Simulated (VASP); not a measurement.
Crystal: TiH2.

```
CELL_PARAMETERS angstrom
-1.59650 1.59650 2.13350
1.59650 -1.59650 2.13350
1.59650 1.59650 -2.13350
ATOMIC_POSITIONS crystal
Ti 0.00000 0.00000 0.00000
H 0.75000 0.25000 0.50000
H 0.25000 0.75000 0.50000
```

- Program: VASP 6.6.1
- Task: relaxation of cell and atoms
- Functional: PBEsol
- Potentials or basis: VASP PAW PBE potentials, release 64 (Ti_sv, H)
- Cutoff: 600 eV
- k mesh: 18 × 18 × 18
- Occupations: gaussian, width 0.1 eV
- Spin: no spin polarisation

At the start: pressure -5.4 GPa; volume 7.25 Å³/atom.

Q: Where does the relaxation end?

A: Over 8 steps the energy falls by 5.2 meV/atom and the volume is 6.96 Å³/atom (-4.0 %); space group I4/mmm (No. 139, to 0.1 Å) before and after.

Step by step:
| step | energy change (eV) | largest force (eV/Å) | pressure (GPa) | volume (Å³) |
| --- | --- | --- | --- | --- |
| 1 | 0.0000 | 0.0000 | -5.42 | 21.75 |
| 2 | -0.0144 | 0.0000 | -0.43 | 20.99 |
| 3 | -0.0145 | 0.0000 | -0.02 | 20.93 |
| 4 | -0.0145 | 0.0000 | 0.12 | 20.91 |
| 5 | -0.0147 | 0.0000 | 0.09 | 20.91 |
| 6 | -0.0152 | 0.0000 | 0.12 | 20.90 |
| 7 | -0.0156 | 0.0000 | 0.13 | 20.88 |
| 8 | -0.0157 | 0.0000 | 0.11 | 20.88 |

Final structure:
```
CELL_PARAMETERS angstrom
-1.58797 1.58797 2.06972
1.58797 -1.58797 2.06972
1.58797 1.58797 -2.06972
ATOMIC_POSITIONS crystal
Ti 0.00000 0.00000 0.00000
H 0.75000 0.25000 0.50000
H 0.25000 0.75000 0.50000
```

Caveat: the PAW data sets were made with another functional, which shifts forces and pressure a little.
